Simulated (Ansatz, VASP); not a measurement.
Ba3Hf in VASP and in Ansatz

```
Ba Hf
1.0
     5.58581    0.00000    0.00000
     0.00000    5.58581    0.00000
     0.00000    0.00000    5.58581
Ba Hf
3 1
Cartesian
  0.0000 2.7929 2.7929
  2.7929 0.0000 2.7929
  2.7929 2.7929 0.0000
  0.0000 0.0000 0.0000
```

Alike in both runs: functional PBE; k mesh 4 × 4 × 4; occupations gaussian, width 0.1 eV; no spin polarisation.

Ansatz relaxed the structure, and its values are those at the end. VASP's run is a single point on that final structure, the one shown.

|  | VASP | Ansatz |
| --- | --- | --- |
| version | VASP 6.6.1 | Ansatz 0.2.0 |
| potentials or method | VASP PAW PBE potentials, release 64 (Ba_sv, Hf_pv), cutoff 520 eV | scalar-relativistic, plane waves, PAW |
| valence electrons in the cell | 40 | 56 |

Ansatz gave:

```
gap on the k mesh at the Fermi level (eV) : none
pressure (GPa)                            : 0.1
```

Question: Which values does VASP return?

Answer: gap on the k mesh at the Fermi level (eV): none; pressure (GPa): 0.4.

A gap of «none» marks a metal or a gap that the smearing closes. VASP's potentials hold 40 valence electrons a cell and Ansatz's 56, so a difference there can come from the potentials and not from the codes.

Spin-orbit coupling is off throughout.
